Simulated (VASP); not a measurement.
# Bi (Immm) in VASP: a series of runs

The runs below take Bi through single point, with PBE+D3(BJ).

Everything below comes from runs of VASP 6.6.1. Logs are shortened: lines on timing, memory, paths and dates and some standing lists are left out, and cuts for length are marked.

## (1) The cell of the first run

Symmetry: Immm, No. 71, orthorhombic system. Conventional cell: a = 3.864 Å, b = 3.963 Å, c = 4.062 Å, α = 90.00°, β = 90.00°, γ = 90.00°. Bi (site symmetry mmm) has 14 Bi at 3.43 to 4.06 Å within 4.5 Å.

## (2) Single point, PBE+D3(BJ) (strain +0.0250 x Voigt [1, -1, 0, 0, 0, 0])

The input, INCAR:

```
PREC = Accurate ; ENCUT = 520
EDIFF = 1E-7 ; ISMEAR = 0
SIGMA = 0.15 ; LREAL = False
LASPH = True ; NELM = 60
ALGO = Fast ; ISIF = 2
LWAVE = False ; LCHARG = True
GGA = PE ; IVDW = 12
LELF = True ; LVHAR = True
NBANDS = 14
```

The input, KPOINTS:

```
Automatic mesh
0
Gamma
  18 18 18
```

The input, POSCAR:

```
Bi
1.0
   -2.0309662951      1.9318947685      1.9814305318
    2.0309662951     -1.9318947685      1.9814305318
    2.0309662951      1.9318947685     -1.9814305318
Bi
1
Direct
    0.0000000000      0.0000000000      0.0000000000
```

Potentials or basis: VASP PAW PBE potentials, release 64 (Bi_d).

On the command line:

```console
$ cat potpaw_PBE.64/Bi_d/POTCAR > POTCAR
$ mpirun -np 1 vasp_std > vasp.out
```

OUTCAR:

```text
PREC = Accurate
   ENCUT = 520
   EDIFF = 1E-7
   ISMEAR = 0
   LREAL = False
   LASPH = True
   NELM = 60
   ISIF = 2
   GGA = PE
   IVDW = 12
 IVDW          = 12

 ion  position               nearest neighbor table
   1  0.000  0.000  0.000-

  LATTYP: Found a body centered orthorhombic cell.
 ALAT       =     3.8637895370
 B/A-ratio  =     1.0256410256
 C/A-ratio  =     1.0512820513

  Lattice vectors:

 A1 = (  -2.0309662951,  -1.9318947685,  -1.9814305318)
 A2 = (  -2.0309662951,   1.9318947685,   1.9814305318)
 A3 = (   2.0309662951,   1.9318947685,  -1.9814305318)

Analysis of symmetry for initial positions (statically):
=====================================================================
 Subroutine PRICEL returns:
 Original cell was already a primitive cell.

 Routine SETGRP: Setting up the symmetry group for a
 body centered orthorhombic supercell.

 Subroutine GETGRP returns: Found  8 space group operations
 (whereof  8 operations were pure point group operations)
 out of a pool of  8 trial point group operations.

The static configuration has the point symmetry D_2h.

Analysis of symmetry for dynamics (positions and initial velocities):
=====================================================================
 Subroutine PRICEL returns:
 Original cell was already a primitive cell.

 Routine SETGRP: Setting up the symmetry group for a
 body centered orthorhombic supercell.

 Subroutine GETGRP returns: Found  8 space group operations
 (whereof  8 operations were pure point group operations)
 out of a pool of  8 trial point group operations.

The dynamic configuration has the point symmetry D_2h.

 Subroutine INISYM returns: Found  8 space group operations
 (whereof  8 operations are pure point group operations),
 and found     1 'primitive' translations

----------------------------------------------------------------------------------------

                                     Primitive cell

  volume of cell :      31.0975

  direct lattice vectors                    reciprocal lattice vectors
    -2.030966295  1.931894769  1.981430532     0.000000000  0.258813269  0.252342937
     2.030966295 -1.931894769  1.981430532     0.246188231  0.000000000  0.252342937
     2.030966295  1.931894769 -1.981430532     0.246188231  0.258813269  0.000000000

  length of vectors
     3.432653265  3.432653265  3.432653265     0.361470975  0.352541633  0.357201558

  position of ions in fractional coordinates (direct lattice)
     0.000000000  0.000000000  0.000000000

  ion indices of the primitive-cell ions
   primitive index   ion index
                 1           1

----------------------------------------------------------------------------------------

 KPOINTS: Automatic mesh

Automatic generation of k-mesh.
 Grid dimensions read from file:
 generate k-points for:   18   18   18

 Generating k-lattice:

  Cartesian coordinates                     Fractional coordinates (reciprocal lattice)
     0.000000000  0.014378515  0.014019052     0.055555556  0.000000000  0.000000000
     0.013677124  0.000000000  0.014019052     0.000000000  0.055555556 -0.000000000
     0.013677124  0.014378515  0.000000000     0.000000000 -0.000000000  0.055555556

  Length of vectors
     0.020081721  0.019585646  0.019844531

  Shift w.r.t. Gamma in fractional coordinates (k-lattice)
     0.000000000  0.000000000  0.000000000

 Subroutine IBZKPT returns following result:
 ===========================================

 Found    865 irreducible k-points:

 Following reciprocal coordinates:
            Coordinates               Weight
  0.000000  0.000000  0.000000      1.000000
  0.055556  0.000000 -0.000000      4.000000
  0.111111  0.000000 -0.000000      4.000000
  0.166667  0.000000 -0.000000      4.000000
  0.222222  0.000000 -0.000000      4.000000
  0.277778  0.000000 -0.000000      4.000000
[... 16 lines left out ...]
 -0.333333  0.055556  0.000000      8.000000
 -0.277778  0.055556  0.000000      8.000000
 [... further k-points ...]
   k-points           NKPTS =    865   k-points in BZ     NKDIM =    865   number of bands    NBANDS=     14
   number of dos      NEDOS =    301   number of ions     NIONS =      1
   total plane-waves  NPLWV =  21952
   dimension x,y,z NGX =    28 NGY =   28 NGZ =   28
   dimension x,y,z NGXF=    56 NGYF=   56 NGZF=   56
   ions per type =               1
   NGX,Y,Z   is equivalent  to a cutoff of  13.56, 13.56, 13.56 a.u.
   NGXF,Y,Z  is equivalent  to a cutoff of  27.12, 27.12, 27.12 a.u.
 SYSTEM =  unknown system
   PREC   = accura    normal or accurate (medium, high low for compatibility)
   ISTART =      0    job   : 0-new  1-cont  2-samecut
   ICHARG =      2    charge: 1-file 2-atom 10-const
   ISPIN  =      1    spin polarized calculation?
   LNONCOLLINEAR =      F non collinear calculations
   LSORBIT =      F    spin-orbit coupling
   LASPH  =      T    aspherical Exc in radial PAW
   ENCUT  =  520.0 eV  38.22 Ry    6.18 a.u.   6.38  6.38  6.38*2*pi/ulx,y,z
   NELM   =     60;   NELMIN=  2; NELMDL= -5     # of ELM steps
   EDIFF  = 0.1E-06   stopping-criterion for ELM
   LREAL  =      F    real-space projection
   EDIFFG = 0.1E-05   stopping-criterion for IOM
   NSW    =      0    number of steps for IOM
   IBRION =     -1    ionic relax: 0-MD 1-quasi-New 2-CG
   NFREE  =      0    steps in history (QN), initial steepest desc. (CG)
   ISIF   =      2    stress and relaxation
   ISYM   =      2    0-nonsym 1-usesym 2-fastsym
   POTIM  = 0.5000    time-step for ionic-motion
   TEBEG  =    0.0;   TEEND  =   0.0 temperature during run
   PSTRESS=    0.0 pullay stress
   NELECT =      15.0000    total number of electrons
   NUPDOWN=      -1.0000    fix difference up-down
   EMIN   =  10.00;   EMAX   =-10.00  energy-range for DOS
   EFERMI =   0.00;   METHOD = LEGACY
   ISMEAR =     0;   SIGMA  =   0.15  broadening in eV -4-tet -1-fermi 0-gaus
   EFERMI_NEDOS =   21; number of points for ismear=-14 and -15
   IALGO  =     68    algorithm
   IMIX   =      4    mixing-type and parameters
     AMIX     =   0.40;   BMIX     =  1.00
     AMIX_MAG =   1.60;   BMIX_MAG =  1.00
  volume/ion in A,a.u.               =      31.10       209.86
  Fermi-wavevector in a.u.,A,eV,Ry     =   1.283897  2.426214 22.427734  1.648392
  Thomas-Fermi vector in A             =   2.416123
   LORBIT       =      0    0 simple, 1 ext, 2 COOP (PROOUT), +10 PAW based schemes
   GGA     = PE    functional components
   LHFCALC =     F    Hartree Fock is set to
   AEXX    =    0.0000 exact exchange contribution
   IVDW    =    12    specifies the selected vdW correction
   LEPSILON=     F    determine dielectric tensor
   LRPA    =     F    only Hartree local field effects (RPA)
 non-spin polarized calculation
 RMM-DIIS sequential band-by-band and
 Gauss-broadening in eV      SIGMA  =   0.15
  energy-cutoff  :      520.00
  volume of cell :       31.10
 maximum number of plane-waves:       858
 NGX is ok and might be reduce to    28
   NGX = 13   NGY = 13   NGZ = 13

 number of electron      14.9999999 magnetization

 Free energy of the ion-electron system (eV)
  ---------------------------------------------------
  ext. energy  EPLUGINS =         0.00000000
  ---------------------------------------------------
  free energy    TOTEN  =        -3.75578938 eV

  energy without entropy =       -3.74741228  energy(sigma->0) =       -3.75160083

 E-fermi :   7.9366     XC(G=0): -10.2959

 val. band max:        7.9359340964   @ k =  -0.2222  -0.1667   0.1667
 cond. band min:       7.9370533986   @ k =   0.4444  -0.1667   0.0556
 fundamental gap:      0.0011193022
 Fermi energy:         7.9365650356

 k-point     1 :       0.0000    0.0000    0.0000
  band No.  band energies     occupation
      1     -15.1180      2.00000
      2     -15.1118      2.00000
      3     -15.1056      2.00000
      4     -14.9944      2.00000
      5     -14.9754      2.00000
      6      -5.5992      2.00000
      7      12.9498      0.00000
      8      13.0150      0.00000
      9      13.1676      0.00000
     10      17.0426      0.00000
     11      18.1374      0.00000
     12      18.4461      0.00000
     13      18.7288      0.00000
     14      19.1590      0.00000

 k-point     2 :       0.0556    0.0000   -0.0000
  band No.  band energies     occupation
      1     -15.1172      2.00000
      2     -15.1075      2.00000
      3     -15.1038      2.00000
      4     -14.9943      2.00000
      5     -14.9766      2.00000
      6      -5.5413      2.00000
      7      12.4610      0.00000
      8      12.7589      0.00000
      9      13.0217      0.00000
     10      17.4459      0.00000
     11      17.7783      0.00000
     12      17.9647      0.00000
     13      18.5157      0.00000
     14      19.5002      0.00000

 k-point     3 :       0.1111    0.0000   -0.0000
  band No.  band energies     occupation
      1     -15.1202      2.00000
      2     -15.0989      2.00000
      3     -15.0899      2.00000
      4     -14.9941      2.00000
      5     -14.9802      2.00000
      6      -5.3684      2.00000
      7      11.1331      0.00000
      8      12.2729      0.00000
      9      12.8001      0.00000
     10      16.7331      0.00000
     11      17.1991      0.00000
     12      18.3812      0.00000
     13      18.7237      0.00000
     14      20.2377      0.00000
[... 324 lines left out ...]
 k-point    23 :      -0.3333    0.0556    0.0000
  band No.  band energies     occupation
      1     -15.1413      2.00000
      2     -15.0840      2.00000
      3     -14.9941      2.00000
      4     -14.9887      2.00000
      5     -14.9694      2.00000
      6      -3.8964      2.00000
      7       5.8267      2.00000
      8       9.9502      0.00000
      9      11.3598      0.00000
     10      14.6275      0.00000
     11      15.9526      0.00000
     12      18.8005      0.00000
     13      21.5092      0.00000
     14      23.3244      0.00000

 k-point    24 :      -0.2778    0.0556    0.0000
  band No.  band energies     occupation
      1     -15.1341      2.00000
      2     -15.0861      2.00000
      3     -15.0065      2.00000
      4     -14.9930      2.00000
      5     -14.9893      2.00000
      6      -4.4162      2.00000
      7       7.2219      2.00000
      8      10.5314      0.00000
      9      11.7028      0.00000
     10      15.1001      0.00000
     11      16.2470      0.00000
     12      18.4056      0.00000
     13      20.9840      0.00000
     14      22.0567      0.00000

 [... further k-points ...]

------------------------ aborting loop because EDIFF is reached ----------------------------------------

 Edisp (eV)   -0.50697

 E8    (eV) :    -0.2493

  FORCE on cell =-STRESS in cart. coord.  units (eV):
  Direction    XX          YY          ZZ          XY          YZ          ZX
  --------------------------------------------------------------------------------------
  -------------------------------------------------------------------------------------
  Total      -0.36356    -0.30758    -0.30393     0.00000     0.00000     0.00000
  in kB     -18.73112   -15.84699   -15.65882     0.00000     0.00000     0.00000
  external pressure =      -16.75 kB  Pullay stress =        0.00 kB

 VOLUME and BASIS-vectors are now :
 -----------------------------------------------------------------------------
  energy-cutoff  :      520.00
  volume of cell :       31.10
      direct lattice vectors                 reciprocal lattice vectors
    -2.030966295  1.931894769  1.981430532     0.000000000  0.258813269  0.252342937
     2.030966295 -1.931894769  1.981430532     0.246188231  0.000000000  0.252342937
     2.030966295  1.931894769 -1.981430532     0.246188231  0.258813269  0.000000000

 POSITION                                       TOTAL-FORCE (eV/Angst)
 -----------------------------------------------------------------------------------
      0.00000      0.00000      0.00000        -0.000000      0.000000      0.000000
 -----------------------------------------------------------------------------------
    total drift:                               -0.000000     -0.000000     -0.000000

  FREE ENERGIE OF THE ION-ELECTRON SYSTEM (eV)
  ---------------------------------------------------
  free  energy   TOTEN  =        -4.2627603598 eV

  energy  without entropy=       -4.2543832679  energy(sigma->0) =       -4.25857181
```

It took 2.9 min on 1 thread of Intel Xeon 6975P-C (Granite Rapids), shared host; peak memory 0.44 GiB.

What came out:

* Free energy: -4.2628 eV
* Pressure: -1.7 GPa
* Band gap on the k mesh: zero (an odd number of electrons rules out a gap without spin polarisation)
* Dispersion energy per atom: -0.507 eV

Stress tensor (GPa, compression positive):
```
-1.87  0.00  0.00
 0.00 -1.58  0.00
 0.00  0.00 -1.57
```

Levels at points of the mesh, in eV from the Fermi level:
```
           k point  band 5  band 6  band 7  band 8  band 9  band 10
(0.00, 0.00, 0.00)  -22.91  -13.54    5.01    5.08    5.23     9.11
(0.50, 0.00, 0.00)  -22.83  -10.38   -5.03    1.34    3.09     5.68
(0.00, 0.50, 0.00)  -22.84  -10.58   -5.14    1.84    3.81     6.27
(0.50, 0.50, 0.00)  -22.84  -10.47   -5.08    1.57    3.43     5.96
(0.50, 0.50, 0.50)  -22.85   -8.39   -2.20   -1.82   -1.40     3.36
```

Caveat: the cell differs from its parent crystal (strain +0.0250 x Voigt [1, -1, 0, 0, 0, 0]); spin-orbit coupling is left out, which moves the levels of the heavy elements.

## (3) Single point, PBE+D3(BJ) (strain +0.0150 x Voigt [1, -1, 0, 0, 0, 0])

The input, INCAR:

```
ALGO = Fast ; EDIFF = 1E-7
ENCUT = 520 ; GGA = PE
ISIF = 2 ; ISMEAR = 0
IVDW = 12 ; LASPH = True
LCHARG = False ; LREAL = False
LWAVE = False ; NBANDS = 14
NELM = 60 ; PREC = Accurate
SIGMA = 0.15
```

The input, KPOINTS:

```
k-points
0
Gamma
  18 18 18
```

The input, POSCAR:

```
Bi
1.0
   -2.0111519898      1.9517090738      1.9814305318
    2.0111519898     -1.9517090738      1.9814305318
    2.0111519898      1.9517090738     -1.9814305318
Bi
1
Direct
    0.0000000000      0.0000000000      0.0000000000
```

Potentials or basis: VASP PAW PBE potentials, release 64 (Bi_d).

On the command line:

```console
$ cat potpaw_PBE.64/Bi_d/POTCAR > POTCAR
$ mpirun -np 1 vasp_std > vasp.out
```

Run time: 3 min. Hardware: 1 thread of Intel Xeon 6975P-C (Granite Rapids), shared host; peak memory 0.44 GiB.

It converged, with:

- Free energy: -4.2630 eV
- Pressure: -1.7 GPa
- Band gap on the k mesh: zero (an odd number of electrons rules out a gap without spin polarisation)
- Dispersion energy per atom: -0.507 eV

Stress tensor (GPa, compression positive):
```
-1.80  0.00  0.00
 0.00 -1.65  0.00
 0.00  0.00 -1.63
```

Levels at points of the mesh, in eV from the Fermi level:
| k point | band 3 | band 4 | band 5 | band 6 | band 7 | band 8 | band 9 | band 10 | band 11 | band 12 |
| --- | --- | --- | --- | --- | --- | --- | --- | --- | --- | --- |
| (0.00, 0.00, 0.00) | -23.05 | -22.93 | -22.92 | -13.53 | 5.05 | 5.10 | 5.18 | 9.11 | 10.30 | 10.48 |
| (0.50, 0.00, 0.00) | -22.93 | -22.92 | -22.84 | -10.42 | -5.05 | 1.42 | 3.23 | 5.78 | 7.33 | 12.69 |
| (0.00, 0.50, 0.00) | -22.94 | -22.93 | -22.84 | -10.54 | -5.12 | 1.72 | 3.67 | 6.14 | 7.79 | 12.00 |
| (0.50, 0.50, 0.00) | -22.93 | -22.92 | -22.84 | -10.48 | -5.08 | 1.57 | 3.44 | 5.96 | 7.55 | 12.24 |
| (0.50, 0.50, 0.50) | -22.86 | -22.86 | -22.85 | -8.38 | -2.05 | -1.82 | -1.57 | 3.42 | 3.63 | 15.35 |

Caveat: the cell differs from its parent crystal (strain +0.0150 x Voigt [1, -1, 0, 0, 0, 0]); spin-orbit coupling is left out, which moves the levels of the heavy elements.

## (4) Single point, PBE+D3(BJ) (strain +0.0050 x Voigt [1, -1, 0, 0, 0, 0])

The input, INCAR:

```
SYSTEM = Bi
PREC     = Accurate       ! precision mode
ENCUT    = 520            ! plane-wave cutoff, eV
EDIFF    = 1E-6           ! SCF threshold, eV
ISMEAR   = 0              ! smearing method
SIGMA    = 0.15           ! smearing width, eV
LREAL    = .FALSE.        ! projectors in reciprocal space
LASPH    = .TRUE.         ! aspherical terms in the spheres
NELM     = 60             ! most SCF steps
ALGO     = Fast           ! electronic algorithm
ISIF     = 2              ! what is computed and relaxed
LWAVE    = .FALSE.        ! write WAVECAR
LCHARG   = .FALSE.        ! write CHGCAR
GGA      = PE             ! functional
IVDW     = 12             ! dispersion correction
NBANDS   = 14             ! bands
```

The input, KPOINTS:

```
Automatic mesh
0
G
  18 18 18
  0 0 0
```

The input, POSCAR:

```
Bi
1.0
   -1.9913376845      1.9715233791      1.9814305318
    1.9913376845     -1.9715233791      1.9814305318
    1.9913376845      1.9715233791     -1.9814305318
Bi
1
Direct
    0.0000000000      0.0000000000      0.0000000000
```

On the command line:

```console
$ cat potpaw_PBE.64/Bi_d/POTCAR > POTCAR
$ mpirun -np 1 vasp_std > vasp.out
```

Wall time 2.6 min (1 thread of Intel Xeon 6975P-C (Granite Rapids), shared host); peak memory 0.44 GiB.

It converged, with:

```yaml
Free_energy: -4.2632 eV
Pressure: -1.7 GPa
Band_gap_on_the_k_mesh: zero (an odd number of electrons rules out a gap without spin polarisation)
Dispersion_energy_per_atom: -0.507 eV
```

Levels at points of the mesh, in eV from the Fermi level:
| k point | band 5 | band 6 | band 7 | band 8 | band 9 | band 10 |
| --- | --- | --- | --- | --- | --- | --- |
| (0.00, 0.00, 0.00) | -22.92 | -13.53 | 5.09 | 5.11 | 5.13 | 9.12 |
| (0.50, 0.00, 0.00) | -22.84 | -10.46 | -5.07 | 1.52 | 3.37 | 5.90 |
| (0.00, 0.50, 0.00) | -22.84 | -10.50 | -5.09 | 1.62 | 3.52 | 6.02 |
| (0.50, 0.50, 0.00) | -22.84 | -10.48 | -5.08 | 1.57 | 3.45 | 5.96 |
| (0.50, 0.50, 0.50) | -22.86 | -8.38 | -1.89 | -1.81 | -1.73 | 3.48 |

Caveat: the cell differs from its parent crystal (strain +0.0050 x Voigt [1, -1, 0, 0, 0, 0]); spin-orbit coupling is left out, which moves the levels of the heavy elements.

## (5) The runs side by side

| cell | further INCAR settings | gap on the mesh (eV) | pressure (GPa) |
| --- | --- | --- | --- |
| a = 3.433 Å, angles 107.5, 111.5, 109.5°, 1 atom | ALGO = Fast; EDIFF = 1e-07; NBANDS = 14 | none | -1.7 |
| a = 3.432 Å, angles 108.3, 110.7, 109.5°, 1 atom | ALGO = Fast; EDIFF = 1e-07; NBANDS = 14 | none | -1.7 |
| a = 3.432 Å, angles 109.1, 109.9, 109.5°, 1 atom | ALGO = Fast; EDIFF = 1e-06; NBANDS = 14 | none | -1.7 |

Alike in all rows: task single point; level PBE+D3(BJ); potentials or basis VASP PAW PBE potentials, release 64 (Bi_d); no spin polarisation; k mesh 18 × 18 × 18; cutoff (eV) 520; smearing gaussian 0.15 eV.

Caveats: spin-orbit coupling is left out, which moves the levels of the heavy elements.

Absolute energies hang on the potentials; compare differences alone.
